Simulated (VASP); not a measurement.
KI:

```
K I
1.0
     4.34170    0.00000    0.00000
     0.00000    4.34170    0.00000
     0.00000    0.00000    4.34170
K I
1 1
Direct
  0.00000 0.00000 0.00000
  0.50000 0.50000 0.50000
```

* Program: VASP 6.6.1
* Task: relaxation of cell and atoms
* Functional: PBEsol
* Potentials or basis: VASP PAW PBE potentials, release 64 (K_sv, I)
* Cutoff: 600 eV
* k mesh: 6 × 6 × 6
* Occupations: fermi-dirac, width 0.02 eV
* Spin: no spin polarisation

At the start: pressure -1.0 GPa; volume 40.92 Å³/atom.

Q: Where does the relaxation end?

A: Over 4 steps the energy falls by 9.4 meV/atom and the volume is 37.93 Å³/atom (-7.3 %); space group Pm-3m (No. 221, to 0.1 Å) before and after.

Step by step:
| step | energy change (eV) | largest force (eV/Å) | pressure (GPa) | volume (Å³) |
| --- | --- | --- | --- | --- |
| 1 | 0.0000 | 0.0000 | -0.95 | 81.84 |
| 2 | -0.0132 | 0.0000 | -0.54 | 79.00 |
| 3 | -0.0188 | 0.0000 | 0.05 | 75.58 |
| 4 | -0.0188 | 0.0000 | -0.01 | 75.85 |

Final structure:
```cif
data_structure
_symmetry_space_group_name_H-M 'P 1'
_symmetry_Int_Tables_number 1
_cell_length_a 4.2331
_cell_length_b 4.2331
_cell_length_c 4.2331
_cell_angle_alpha 90.000
_cell_angle_beta 90.000
_cell_angle_gamma 90.000
_cell_volume 75.85
loop_
_atom_site_label
_atom_site_type_symbol
_atom_site_fract_x
_atom_site_fract_y
_atom_site_fract_z
_atom_site_occupancy
K1 K 0.00000 0.00000 0.00000 1
I1 I 0.50000 0.50000 0.50000 1
```

Caveat: the PAW data sets were made with another functional, which shifts forces and pressure a little.
